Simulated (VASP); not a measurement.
# Sb3Se (Fm-3m) in VASP: further runs

Sb3Se is run at these levels: PBE; tasks: relaxation of cell and atoms, single point.

Program: VASP 6.6.1. These are calculated values, not measurements. Logs are shortened: lines on timing, memory, paths and dates and some standing lists are left out, and cuts for length are marked.

### 1 The cell of the first run

Symmetry: Fm-3m, No. 225, cubic system. The conventional cell has a = 8.429 Å, b = 8.429 Å, c = 8.429 Å, α = 90.00°, β = 90.00°, γ = 90.00°. Sb (site symmetry m-3m) has 8 Sb at 3.65 Å and 6 Se at 4.21 Å within 4.8 Å. Sb (site symmetry -43m) has 10 Sb at 3.65 to 4.21 Å and 4 Se at 3.65 Å within 4.8 Å. Within 4.8 Å of Se (site symmetry m-3m) lie 14 Sb at 3.65 to 4.21 Å.

The cell was generated, and may not be a known phase.

### 2 Relaxation of cell and atoms, PBE

Contents of INCAR:

```
  ALGO = Normal
  EDIFF = 1E-6
  EDIFFG = -0.04
  ENCUT = 600
  GGA = PE
  IBRION = 2
  ISIF = 3
  ISMEAR = 0
  LASPH = True
  LCHARG = False
  LREAL = False
  LWAVE = False
  NELM = 60
  NSW = 90
  PREC = Accurate
  SIGMA = 0.1
```

Contents of KPOINTS:

```
k-points
0
Gamma
  4 4 4
```

Contents of POSCAR:

```
Sb3Se
1.0
    0.0000000000      4.2147431100      4.2147431100
    4.2147431100      0.0000000000      4.2147431100
    4.2147431100      4.2147431100      0.0000000000
Sb Se
3 1
Direct
    0.5000000000      0.5000000000      0.5000000000
    0.7500000000      0.7500000000      0.7500000000
    0.2500000000      0.2500000000      0.2500000000
    0.0000000000      0.0000000000      0.0000000000
```

Potentials or basis: VASP PAW PBE potentials, release 64 (Sb, Se).

Command:

```
> cat potpaw_PBE.64/Sb/POTCAR potpaw_PBE.64/Se/POTCAR > POTCAR
> mpirun -np 1 vasp_std > vasp.out
```

OUTCAR:

```text
EDIFF = 1E-6
   EDIFFG = -0.04
   ENCUT = 600
   GGA = PE
   IBRION = 2
   ISIF = 3
   ISMEAR = 0
   LASPH = True
   LREAL = False
   NELM = 60
   NSW = 90
   PREC = Accurate

 ion  position               nearest neighbor table
   1  0.500  0.500  0.500-   3 3.65   3 3.65   3 3.65   2 3.65   2 3.65   2 3.65   3 3.65   2 3.65

   2  0.750  0.750  0.750-   1 3.65   1 3.65   1 3.65   1 3.65
   3  0.250  0.250  0.250-   1 3.65   1 3.65   1 3.65   1 3.65
   4  0.000  0.000  0.000-

  LATTYP: Found a face centered cubic cell.
 ALAT       =     8.4294862200

  Lattice vectors:

 A1 = (   0.0000000000,   4.2147431100,   4.2147431100)
 A2 = (   4.2147431100,   0.0000000000,   4.2147431100)
 A3 = (   4.2147431100,   4.2147431100,   0.0000000000)

Analysis of symmetry for initial positions (statically):
=====================================================================
 Subroutine PRICEL returns:
 Original cell was already a primitive cell.

 Routine SETGRP: Setting up the symmetry group for a
 face centered cubic supercell.

 Subroutine GETGRP returns: Found 48 space group operations
 (whereof 48 operations were pure point group operations)
 out of a pool of 48 trial point group operations.

The static configuration has the point symmetry O_h .

Analysis of symmetry for dynamics (positions and initial velocities):
=====================================================================
 Subroutine PRICEL returns:
 Original cell was already a primitive cell.

 Routine SETGRP: Setting up the symmetry group for a
 face centered cubic supercell.

 Subroutine GETGRP returns: Found 48 space group operations
 (whereof 48 operations were pure point group operations)
 out of a pool of 48 trial point group operations.

The dynamic configuration has the point symmetry O_h .

 Subroutine INISYM returns: Found 48 space group operations
 (whereof 48 operations are pure point group operations),
 and found     1 'primitive' translations

----------------------------------------------------------------------------------------

                                     Primitive cell

  volume of cell :     149.7419

  direct lattice vectors                    reciprocal lattice vectors
     0.000000000  4.214743110  4.214743110    -0.118631192  0.118631192  0.118631192
     4.214743110  0.000000000  4.214743110     0.118631192 -0.118631192  0.118631192
     4.214743110  4.214743110  0.000000000     0.118631192  0.118631192 -0.118631192

  length of vectors
     5.960546868  5.960546868  5.960546868     0.205475252  0.205475252  0.205475252

  position of ions in fractional coordinates (direct lattice)
     0.500000000  0.500000000  0.500000000
     0.750000000  0.750000000  0.750000000
     0.250000000  0.250000000  0.250000000
     0.000000000  0.000000000  0.000000000

  ion indices of the primitive-cell ions
   primitive index   ion index
                 1           1
                 2           2
                 3           3
                 4           4

----------------------------------------------------------------------------------------

 KPOINTS: k-points

Automatic generation of k-mesh.
 Grid dimensions read from file:
 generate k-points for:    4    4    4

 Generating k-lattice:

  Cartesian coordinates                     Fractional coordinates (reciprocal lattice)
    -0.029657798  0.029657798  0.029657798     0.250000000  0.000000000  0.000000000
     0.029657798 -0.029657798  0.029657798     0.000000000  0.250000000  0.000000000
     0.029657798  0.029657798 -0.029657798     0.000000000  0.000000000  0.250000000

  Length of vectors
     0.051368813  0.051368813  0.051368813

  Shift w.r.t. Gamma in fractional coordinates (k-lattice)
     0.000000000  0.000000000  0.000000000

 Subroutine IBZKPT returns following result:
 ===========================================

 Found      8 irreducible k-points:

 Following reciprocal coordinates:
            Coordinates               Weight
  0.000000  0.000000  0.000000      1.000000
  0.250000  0.000000  0.000000      8.000000
  0.500000  0.000000  0.000000      4.000000
  0.250000  0.250000  0.000000      6.000000
  0.500000  0.250000  0.000000     24.000000
 -0.250000  0.250000  0.000000     12.000000
  0.500000  0.500000  0.000000      3.000000
 -0.250000  0.500000  0.250000      6.000000
   k-points           NKPTS =      8   k-points in BZ     NKDIM =      8   number of bands    NBANDS=     14
   number of dos      NEDOS =    301   number of ions     NIONS =      4
   total plane-waves  NPLWV = 110592
   dimension x,y,z NGX =    48 NGY =   48 NGZ =   48
   dimension x,y,z NGXF=    96 NGYF=   96 NGZF=   96
   ions per type =               3   1
   NGX,Y,Z   is equivalent  to a cutoff of  13.39, 13.39, 13.39 a.u.
   NGXF,Y,Z  is equivalent  to a cutoff of  26.78, 26.78, 26.78 a.u.
 SYSTEM =  unknown system
   PREC   = accura    normal or accurate (medium, high low for compatibility)
[... 63 lines left out ...]
 fundamental gap:      0.1659656981
 Fermi energy:         3.5061734073

 k-point     1 :       0.0000    0.0000    0.0000
  band No.  band energies     occupation
      1      -8.4760      2.00000
      2      -6.0878      2.00000
      3      -4.4734      2.00000
      4      -3.5206      2.00000
      5       1.6767      2.00000
      6       1.6767      2.00000
      7       1.6767      2.00000
      8       2.0650      2.00000
      9       2.0650      2.00000
     10       2.0650      2.00000
     11       2.2785      2.00000
     12       2.2785      2.00000
     13       2.2785      2.00000
     14       6.2461      0.00000

 k-point     2 :       0.2500    0.0000    0.0000
  band No.  band energies     occupation
      1      -8.3821      2.00000
      2      -5.9974      2.00000
      3      -4.6901      2.00000
      4      -3.8708      2.00000
      5       1.0057      2.00000
      6       1.2654      2.00000
      7       1.2654      2.00000
      8       1.8068      2.00000
      9       1.8068      2.00000
     10       3.0139      2.00000
     11       3.1441      2.00000
     12       3.1441      2.00000
     13       4.1099      0.00000
     14       4.7954      0.00000
[... 151 lines left out ...]
 VOLUME and BASIS-vectors are now :
 -----------------------------------------------------------------------------
  energy-cutoff  :      600.00
  volume of cell :      103.41
      direct lattice vectors                 reciprocal lattice vectors
     0.000000000  3.725477006  3.725477006    -0.134211001  0.134211001  0.134211001
     3.725477006 -0.000000000  3.725477006     0.134211001 -0.134211001  0.134211001
     3.725477006  3.725477006 -0.000000000     0.134211001  0.134211001 -0.134211001

 POSITION                                       TOTAL-FORCE (eV/Angst)
 -----------------------------------------------------------------------------------
      3.72548      3.72548      3.72548         0.000000     -0.000000     -0.000000
      5.58822      5.58822      5.58822        -0.000000     -0.000000     -0.000000
      1.86274      1.86274      1.86274         0.000000      0.000000      0.000000
      0.00000      3.72548      3.72548         0.000000     -0.000000     -0.000000
 -----------------------------------------------------------------------------------
    total drift:                                0.000000      0.000000     -0.000000

  FREE ENERGIE OF THE ION-ELECTRON SYSTEM (eV)
  ---------------------------------------------------
  free  energy   TOTEN  =       -15.3701671685 eV

  energy  without entropy=      -15.3598193596  energy(sigma->0) =      -15.36499326

--------------------------------------- Ionic step        3  -------------------------------------------

 number of electron      20.9999999 magnetization

 Free energy of the ion-electron system (eV)
  ---------------------------------------------------
  ext. energy  EPLUGINS =         0.00000000
  ---------------------------------------------------
  free energy    TOTEN  =       -15.37215900 eV

  energy without entropy =      -15.36181149  energy(sigma->0) =      -15.36698524

 E-fermi :   7.6494     XC(G=0): -10.2270

 val. band max:        7.6345357473   @ k =  -0.2500   0.5000   0.2500
 cond. band min:       7.9785042658   @ k =  -0.2500   0.2500   0.0000
 fundamental gap:      0.3439685186
 Fermi energy:         7.6494155708

 k-point     1 :       0.0000    0.0000    0.0000
  band No.  band energies     occupation
      1      -6.2274      2.00000
      2      -2.6803      2.00000
      3      -0.0576      2.00000
      4       1.7652      2.00000
      5       4.4065      2.00000
      6       4.4065      2.00000
      7       4.4065      2.00000
      8       4.9878      2.00000
      9       4.9878      2.00000
     10       4.9878      2.00000
     11       5.5830      2.00000
     12       5.5830      2.00000
     13       5.5830      2.00000
     14      10.9757      0.00000

 k-point     2 :       0.2500    0.0000    0.0000
  band No.  band energies     occupation
      1      -5.8811      2.00000
      2      -2.9028      2.00000
      3      -0.7520      2.00000
      4       0.7703      2.00000
      5       3.8054      2.00000
      6       3.8054      2.00000
      7       3.8952      2.00000
      8       4.7683      2.00000
      9       4.7683      2.00000
     10       6.6172      2.00000
     11       6.6172      2.00000
     12       7.1208      2.00000
     13       8.5622      0.00000
     14       9.9120      0.00000
[... 113 lines left out ...]
 VOLUME and BASIS-vectors are now :
 -----------------------------------------------------------------------------
  energy-cutoff  :      600.00
  volume of cell :      102.45
      direct lattice vectors                 reciprocal lattice vectors
     0.000000000  3.713930891  3.713930891    -0.134628246  0.134628246  0.134628246
     3.713930891 -0.000000000  3.713930891     0.134628246 -0.134628246  0.134628246
     3.713930891  3.713930891 -0.000000000     0.134628246  0.134628246 -0.134628246

 POSITION                                       TOTAL-FORCE (eV/Angst)
 -----------------------------------------------------------------------------------
      3.71393      3.71393      3.71393         0.000000      0.000000      0.000000
      5.57090      5.57090      5.57090        -0.000000     -0.000000     -0.000000
      1.85697      1.85697      1.85697         0.000000      0.000000      0.000000
      0.00000      0.00000      0.00000         0.000000      0.000000      0.000000
 -----------------------------------------------------------------------------------
    total drift:                               -0.000000     -0.000000     -0.000000

  FREE ENERGIE OF THE ION-ELECTRON SYSTEM (eV)
  ---------------------------------------------------
  free  energy   TOTEN  =       -15.3721590017 eV

  energy  without entropy=      -15.3618114882  energy(sigma->0) =      -15.36698524

 reached required accuracy - stopping structural energy minimisation
```

Wall time 91 s (1 thread of AMD EPYC 7R43 (Zen 3), shared host); peak memory 0.29 GiB.

Results:

```yaml
Free_energy: -15.3722 eV
Relaxed_volume: 25.61 Å³/atom
Relaxed_cell: a = 5.252 Å, b = 5.252 Å, c = 5.252 Å, α = 60.00°, β = 60.00°, γ = 60.00°
Space_group_after_relaxing_to_0.1_Å: Fm-3m (No. 225)
Energy_gained_by_relaxing: 551.0 meV/atom
Ionic_steps: 3
Pressure_after_relaxing: 0.0 GPa
Band_gap_on_the_k_mesh: zero (an odd number of electrons rules out a gap without spin polarisation)
```

The path:
| step | energy change (eV) | largest force (eV/Å) | pressure (GPa) | volume (Å³) |
| --- | --- | --- | --- | --- |
| 1 | 0.0000 | 0.0000 | -10.30 | 149.74 |
| 2 | -2.2019 | 0.0000 | -0.63 | 103.41 |
| 3 | -2.2039 | 0.0000 | -0.02 | 102.45 |

Final structure:
```
CELL_PARAMETERS angstrom
0.00000 3.71393 3.71393
3.71393 0.00000 3.71393
3.71393 3.71393 0.00000
ATOMIC_POSITIONS crystal
Sb 0.50000 0.50000 0.50000
Sb 0.75000 0.75000 0.75000
Sb 0.25000 0.25000 0.25000
Se 0.00000 0.00000 0.00000
```

Levels at points of the mesh, in eV from the Fermi level:
| k point | band 8 | band 9 | band 10 | band 11 | band 12 | band 13 |
| --- | --- | --- | --- | --- | --- | --- |
| (0.00, 0.00, 0.00) | -2.66 | -2.66 | -2.66 | -2.07 | -2.07 | -2.07 |
| (0.50, 0.00, 0.00) | -3.53 | -1.73 | -1.48 | 0.93 | 0.93 | 2.04 |
| (0.50, 0.50, 0.00) | -0.72 | -0.31 | -0.31 | 0.98 | 0.98 | 1.25 |

Caveat: the volume moved by over 15 % at a fixed basis, so the end points are rough; spin-orbit coupling is left out, which moves the levels of the heavy elements; an odd number of electrons without spin polarisation forces a metal; a magnetic or distorted state may lie lower.

### 3 Single point, PBE

This run uses another cell than the first one, of 25.53 Å³/atom.

Contents of INCAR:

```
SYSTEM = Sb3Se
PREC = Accurate ; ENCUT = 520
EDIFF = 1E-6 ; ISMEAR = 0
SIGMA = 0.1 ; LREAL = .False.
LASPH = .True. ; NELM = 80
ALGO = Normal ; ISIF = 2
LWAVE = .False. ; LCHARG = .True.
GGA = PE ; LELF = .True.
LVHAR = .True. ; NBANDS = 18
```

Contents of KPOINTS:

```
regular mesh
0
Gamma
  12 12 12
  0 0 0
```

Contents of POSCAR:

```
Sb3Se
1.0
    0.0000000000      3.7100032763      3.7100032763
    3.7100032763      0.0000000000      3.7100032763
    3.7100032763      3.7100032763      0.0000000000
Sb Se
3 1
Direct
    0.5000000000      0.5000000000      0.5000000000
    0.7500000000      0.7500000000      0.7500000000
    0.2500000000      0.2500000000      0.2500000000
    0.0000000000      0.0000000000      0.0000000000
```

Potentials or basis: VASP PAW PBE potentials, release 64 (Sb, Se).

Command:

```
> cat potpaw_PBE.64/Sb/POTCAR potpaw_PBE.64/Se/POTCAR > POTCAR
> mpirun -np 1 vasp_std > vasp.out
```

It took 2.5 min on 1 thread of AMD EPYC 7R43 (Zen 3), shared host; peak memory 0.27 GiB.

The run converged. Its results:

```
Free energy            : -15.1841 eV
Pressure               : -0.1 GPa
Band gap on the k mesh : zero (an odd number of electrons rules out a gap without spin polarisation)
```

Levels at points of the mesh, in eV from the Fermi level:
| k point | band 6 | band 7 | band 8 | band 9 | band 10 | band 11 | band 12 | band 13 | band 14 | band 15 |
| --- | --- | --- | --- | --- | --- | --- | --- | --- | --- | --- |
| (0.00, 0.00, 0.00) | -3.24 | -3.24 | -2.68 | -2.68 | -2.68 | -2.08 | -2.08 | -2.08 | 3.32 | 3.32 |
| (0.50, 0.00, 0.00) | -3.93 | -3.55 | -3.55 | -1.72 | -1.48 | 0.94 | 0.94 | 2.04 | 2.04 | 2.33 |
| (0.50, 0.50, 0.00) | -5.70 | -0.95 | -0.72 | -0.30 | -0.30 | 0.97 | 0.97 | 1.25 | 2.04 | 3.64 |

Caveat: spin-orbit coupling is left out, which moves the levels of the heavy elements; an odd number of electrons without spin polarisation forces a metal; a magnetic or distorted state may lie lower.

### 4 Relaxation of cell and atoms, PBE

This run uses another cell than the first one, of 25.80 Å³/atom.

Contents of INCAR:

```
SYSTEM = Sb3Se
PREC     = Accurate       ! precision mode
ENCUT    = 600            ! plane-wave cutoff, eV
EDIFF    = 1E-6           ! SCF threshold, eV
ISMEAR   = 0              ! smearing method
SIGMA    = 0.1            ! smearing width, eV
LREAL    = .FALSE.        ! projectors in reciprocal space
LASPH    = .TRUE.         ! aspherical terms in the spheres
NELM     = 100            ! most SCF steps
ALGO     = Normal         ! electronic algorithm
ISIF     = 3              ! what is computed and relaxed
LWAVE    = .FALSE.        ! write WAVECAR
LCHARG   = .FALSE.        ! write CHGCAR
GGA      = PE             ! functional
IBRION   = 2              ! ionic algorithm
NSW      = 100            ! ionic steps
EDIFFG   = -0.01          ! ionic threshold
```

Contents of KPOINTS:

```
Automatic mesh
0
G
  12 12 12
  0 0 0
```

Contents of POSCAR:

```
Sb3Se
1.0
    0.0000000000      3.7227699746      3.7227699746
    3.7227699746      0.0000000000      3.7227699746
    3.7227699746      3.7227699746      0.0000000000
Sb Se
3 1
Direct
    0.5000000000      0.5000000000      0.5000000000
    0.7500000000      0.7500000000      0.7500000000
    0.2500000000      0.2500000000      0.2500000000
    0.0000000000      0.0000000000      0.0000000000
```

Command:

```
> cat potpaw_PBE.64/Sb/POTCAR potpaw_PBE.64/Se/POTCAR > POTCAR
> mpirun -np 1 vasp_std > vasp.out
```

Wall time 4.9 min (1 thread of AMD EPYC 7R43 (Zen 3), shared host); peak memory 0.32 GiB.

The run converged. Its results:

```yaml
Free_energy: -15.1843 eV
Relaxed_volume: 25.47 Å³/atom
Relaxed_cell: a = 5.243 Å, b = 5.243 Å, c = 5.243 Å, α = 60.00°, β = 60.00°, γ = 60.00°
Space_group_after_relaxing_to_0.1_Å: Fm-3m (No. 225)
Energy_gained_by_relaxing: 0.8 meV/atom
Ionic_steps: 3
Pressure_after_relaxing: 0.0 GPa
Band_gap_on_the_k_mesh: zero (an odd number of electrons rules out a gap without spin polarisation)
```

The path:
```
step  energy change (eV)  largest force (eV/Å)  pressure (GPa)  volume (Å³)
   1              0.0000                0.0000           -0.78       103.19
   2             -0.0026                0.0000            0.36       101.33
   3             -0.0032                0.0000            0.00       101.89
```

Final structure:
```cif
data_structure
_symmetry_space_group_name_H-M 'P 1'
_symmetry_Int_Tables_number 1
_cell_length_a 5.2426
_cell_length_b 5.2426
_cell_length_c 5.2426
_cell_angle_alpha 60.000
_cell_angle_beta 60.000
_cell_angle_gamma 60.000
_cell_volume 101.89
loop_
_atom_site_label
_atom_site_type_symbol
_atom_site_fract_x
_atom_site_fract_y
_atom_site_fract_z
_atom_site_occupancy
Sb1 Sb 0.50000 0.50000 0.50000 1
Sb2 Sb 0.75000 0.75000 0.75000 1
Sb3 Sb 0.25000 0.25000 0.25000 1
Se1 Se 0.00000 0.00000 0.00000 1
```

Levels at points of the mesh, in eV from the Fermi level:
| k point | band 7 | band 8 | band 9 | band 10 | band 11 | band 12 | band 13 | band 14 |
| --- | --- | --- | --- | --- | --- | --- | --- | --- |
| (0.00, 0.00, 0.00) | -3.25 | -2.69 | -2.69 | -2.69 | -2.09 | -2.09 | -2.09 | 3.31 |
| (0.50, 0.00, 0.00) | -3.56 | -3.56 | -1.72 | -1.48 | 0.94 | 0.94 | 2.04 | 2.04 |
| (0.50, 0.50, 0.00) | -0.95 | -0.72 | -0.30 | -0.30 | 0.97 | 0.97 | 1.26 | 2.05 |

Caveat: spin-orbit coupling is left out, which moves the levels of the heavy elements; an odd number of electrons without spin polarisation forces a metal; a magnetic or distorted state may lie lower.

### 5 The runs side by side

```tsv
task	cell	k mesh	cutoff (eV)	gap on the mesh (eV)	pressure (GPa)	relaxed volume (Å³/atom)
relaxation of cell and atoms	relaxed from a = 5.961 Å, angles 60.0°, 4 atoms	4 × 4 × 4	600	none	0.0	25.61
single point	a = 5.247 Å, angles 60.0°, 4 atoms	12 × 12 × 12	520	none	-0.1	-
relaxation of cell and atoms	relaxed from a = 5.265 Å, angles 60.0°, 4 atoms	12 × 12 × 12	600	none	0.0	25.47
```

Alike in all rows: level PBE; potentials or basis VASP PAW PBE potentials, release 64 (Sb, Se); no spin polarisation; smearing gaussian 0.1 eV.

Caveats: spin-orbit coupling is left out, which moves the levels of the heavy elements; an odd number of electrons without spin polarisation forces a metal; a magnetic or distorted state may lie lower; the volume moved by over 15 % at a fixed basis, so the end points are rough (at least some runs).

Total energies depend on the potentials used, so only differences within one code and one set of settings carry meaning.

The gap in the log of VASP goes by the Fermi energy; the results here count the filled bands.